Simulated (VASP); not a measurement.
# YB26P27 (a cell with a defect) in VASP: notebook, part 2 of 2

VASP 6.6.1. The steps go on from the part before.

### Step 3. Relaxation of the atoms, PBE

INCAR reads:

```
PREC     = Accurate       # precision mode
ENCUT    = 520            # plane-wave cutoff, eV
EDIFF    = 1E-7           # SCF threshold, eV
ISMEAR   = -1             # smearing method
SIGMA    = 0.01           # smearing width, eV
LREAL    = Auto         
LASPH    = True           # aspherical terms in the spheres
NELM     = 60             # most SCF steps
ALGO     = Normal         # electronic algorithm
ISIF     = 2              # what is computed and relaxed
LWAVE    = False          # write WAVECAR
LCHARG   = False          # write CHGCAR
GGA      = PE             # functional
IBRION   = 2              # ionic algorithm
NSW      = 60             # ionic steps
EDIFFG   = -0.03          # ionic threshold
LUSENCCL = False
```

KPOINTS reads:

```
Automatic mesh
0
Gamma
  3 3 3
```

POSCAR reads:

```
YB26P27
1.0
    0.0000000000      6.8070000000      6.8070000000
    6.8070000000      0.0000000000      6.8070000000
    6.8070000000      6.8070000000      0.0000000000
Y B P
1 26 27
Direct
    0.0000000000      0.0000000000      0.0000000000
    0.0000000000      0.0000000000      0.3333333333
    0.0000000000      0.0000000000      0.6666666667
    0.0000000000      0.3333333333      0.0000000000
    0.0000000000      0.3333333333      0.3333333333
    0.0000000000      0.3333333333      0.6666666667
    0.0000000000      0.6666666667      0.0000000000
    0.0000000000      0.6666666667      0.3333333333
    0.0000000000      0.6666666667      0.6666666667
    0.3333333333      0.0000000000      0.0000000000
    0.3333333333      0.0000000000      0.3333333333
    0.3333333333      0.0000000000      0.6666666667
    0.3333333333      0.3333333333      0.0000000000
    0.3333333333      0.3333333333      0.3333333333
    0.3333333333      0.3333333333      0.6666666667
    0.3333333333      0.6666666667      0.0000000000
    0.3333333333      0.6666666667      0.3333333333
    0.3333333333      0.6666666667      0.6666666667
    0.6666666667      0.0000000000      0.0000000000
    0.6666666667      0.0000000000      0.3333333333
    0.6666666667      0.0000000000      0.6666666667
    0.6666666667      0.3333333333      0.0000000000
    0.6666666667      0.3333333333      0.3333333333
    0.6666666667      0.3333333333      0.6666666667
    0.6666666667      0.6666666667      0.0000000000
    0.6666666667      0.6666666667      0.3333333333
    0.6666666667      0.6666666667      0.6666666667
    0.0833333333      0.0833333333      0.0833333333
    0.0833333333      0.0833333333      0.4166666667
    0.0833333333      0.0833333333      0.7500000000
    0.0833333333      0.4166666667      0.0833333333
    0.0833333333      0.4166666667      0.4166666667
    0.0833333333      0.4166666667      0.7500000000
    0.0833333333      0.7500000000      0.0833333333
    0.0833333333      0.7500000000      0.4166666667
    0.0833333333      0.7500000000      0.7500000000
    0.4166666667      0.0833333333      0.0833333333
    0.4166666667      0.0833333333      0.4166666667
    0.4166666667      0.0833333333      0.7500000000
    0.4166666667      0.4166666667      0.0833333333
    0.4166666667      0.4166666667      0.4166666667
    0.4166666667      0.4166666667      0.7500000000
    0.4166666667      0.7500000000      0.0833333333
    0.4166666667      0.7500000000      0.4166666667
    0.4166666667      0.7500000000      0.7500000000
    0.7500000000      0.0833333333      0.0833333333
    0.7500000000      0.0833333333      0.4166666667
    0.7500000000      0.0833333333      0.7500000000
    0.7500000000      0.4166666667      0.0833333333
    0.7500000000      0.4166666667      0.4166666667
    0.7500000000      0.4166666667      0.7500000000
    0.7500000000      0.7500000000      0.0833333333
    0.7500000000      0.7500000000      0.4166666667
    0.7500000000      0.7500000000      0.7500000000
```

Potentials or basis: VASP PAW PBE potentials, release 64 (Y_sv, B, P).

Launch:

```
cat potpaw_PBE.64/Y_sv/POTCAR potpaw_PBE.64/B/POTCAR potpaw_PBE.64/P/POTCAR > POTCAR
mpirun -np 1 vasp_std > vasp.out
```

Run time: 13 min. Hardware: 1 × NVIDIA H100 80GB with 1 thread of AMD EPYC 7R13 (Zen 3), shared host; peak memory 1.7 GiB.

It converged, with:

```
Free energy                  : -342.6545 eV
Energy gained by relaxing    : 235.1 meV/atom
Ionic steps                  : 8
Pressure after relaxing      : 7.4 GPa
Largest force after relaxing : 0.014 eV/Å
Band gap on the k mesh       : 0.79 eV
```

Forces in eV/Å, atoms in the order of the input:
```
Y    0.000  0.000  0.000
B    0.002  0.002  0.014
B   -0.002 -0.002  0.014
B    0.002  0.014  0.002
B    0.007 -0.007 -0.007
B   -0.014 -0.002  0.002
B   -0.002  0.014 -0.002
B   -0.014  0.002 -0.002
B    0.002 -0.002 -0.002
B    0.014  0.002  0.002
B   -0.007  0.007 -0.007
B   -0.002 -0.014  0.002
B   -0.007 -0.007  0.007
B    0.007  0.007  0.007
B    0.000  0.000  0.007
B   -0.002  0.002 -0.014
B    0.000  0.007  0.000
B   -0.007  0.000  0.000
B    0.014 -0.002 -0.002
B    0.002 -0.014 -0.002
B   -0.002  0.002 -0.002
B    0.002 -0.002 -0.014
B    0.007  0.000  0.000
B    0.000 -0.007  0.000
B   -0.002 -0.002  0.002
B    0.000  0.000 -0.007
B    0.002  0.002  0.002
P   -0.001 -0.001 -0.001
P    0.000  0.000 -0.012
P    0.001  0.001 -0.001
P    0.000 -0.012  0.000
P    0.012  0.000  0.000
P    0.003 -0.003  0.001
P    0.001 -0.001  0.001
P    0.003  0.001 -0.003
P   -0.001 -0.003 -0.003
P   -0.012  0.000  0.000
P    0.000  0.012  0.000
P   -0.003  0.003  0.001
P    0.000  0.000  0.012
P   -0.007 -0.007 -0.007
P    0.007  0.007 -0.007
P   -0.003  0.001  0.003
P    0.007 -0.007  0.007
P   -0.001  0.003  0.003
P   -0.001  0.001  0.001
P    0.001  0.003 -0.003
P   -0.003 -0.001 -0.003
P    0.001 -0.003  0.003
P   -0.007  0.007  0.007
P    0.003 -0.001  0.003
P   -0.003 -0.003 -0.001
P    0.003  0.003 -0.001
P    0.000  0.000  0.000
```

The path:
```csv
step,energy change (eV),largest force (eV/Å),pressure (GPa)
1,0.0000,15.3656,12.23
2,-11.0323,2.2384,6.14
3,-12.3927,0.9667,7.44
4,-12.6701,0.2789,7.43
5,-12.6811,0.1986,7.41
6,-12.6958,0.0395,7.41
7,-12.6959,0.0396,7.41
8,-12.6964,0.0144,7.39
```

Final structure:
```
CELL_PARAMETERS angstrom
0.00000 6.80700 6.80700
6.80700 0.00000 6.80700
6.80700 6.80700 0.00000
ATOMIC_POSITIONS crystal
Y 0.00000 0.00000 0.00000
B 0.99846 0.99846 0.33988
B 0.99846 0.99846 0.66320
B 0.99846 0.33988 0.99846
B 0.99917 0.33361 0.33361
B 0.99846 0.33988 0.66320
B 0.99846 0.66320 0.99846
B 0.99846 0.66320 0.33988
B 0.00022 0.66659 0.66659
B 0.33988 0.99846 0.99846
B 0.33361 0.99917 0.33361
B 0.33988 0.99846 0.66320
B 0.33361 0.33361 0.99917
B 0.33361 0.33361 0.33361
B 0.33348 0.33348 0.66652
B 0.33988 0.66320 0.99846
B 0.33348 0.66652 0.33348
B 0.33348 0.66652 0.66652
B 0.66320 0.99846 0.99846
B 0.66320 0.99846 0.33988
B 0.66659 0.00022 0.66659
B 0.66320 0.33988 0.99846
B 0.66652 0.33348 0.33348
B 0.66652 0.33348 0.66652
B 0.66659 0.66659 0.00022
B 0.66652 0.66652 0.33348
B 0.66659 0.66659 0.66659
P 0.10409 0.10409 0.10409
P 0.08137 0.08137 0.41863
P 0.10409 0.10409 0.68774
P 0.08137 0.41863 0.08137
P 0.08137 0.41863 0.41863
P 0.08389 0.41658 0.74976
P 0.10409 0.68774 0.10409
P 0.08389 0.74976 0.41658
P 0.08389 0.74976 0.74976
P 0.41863 0.08137 0.08137
P 0.41863 0.08137 0.41863
P 0.41658 0.08389 0.74976
P 0.41863 0.41863 0.08137
P 0.41667 0.41667 0.41667
P 0.41667 0.41667 0.74999
P 0.41658 0.74976 0.08389
P 0.41667 0.74999 0.41667
P 0.41658 0.74976 0.74976
P 0.68774 0.10409 0.10409
P 0.74976 0.08389 0.41658
P 0.74976 0.08389 0.74976
P 0.74976 0.41658 0.08389
P 0.74999 0.41667 0.41667
P 0.74976 0.41658 0.74976
P 0.74976 0.74976 0.08389
P 0.74976 0.74976 0.41658
P 0.75000 0.75000 0.75000
```

Levels at points of the mesh, in eV from the valence-band top:
| k point | band 109 | band 110 | band 111 | band 112 | band 113 | band 114 | band 115 | band 116 |
| --- | --- | --- | --- | --- | --- | --- | --- | --- |
| (0.00, 0.00, 0.00) | -1.15 | -0.28 | -0.28 | -0.28 | 0.79 | 0.79 | 1.15 | 1.32 |

Caveat: semilocal functionals underestimate gaps, and a narrow one can read as zero.
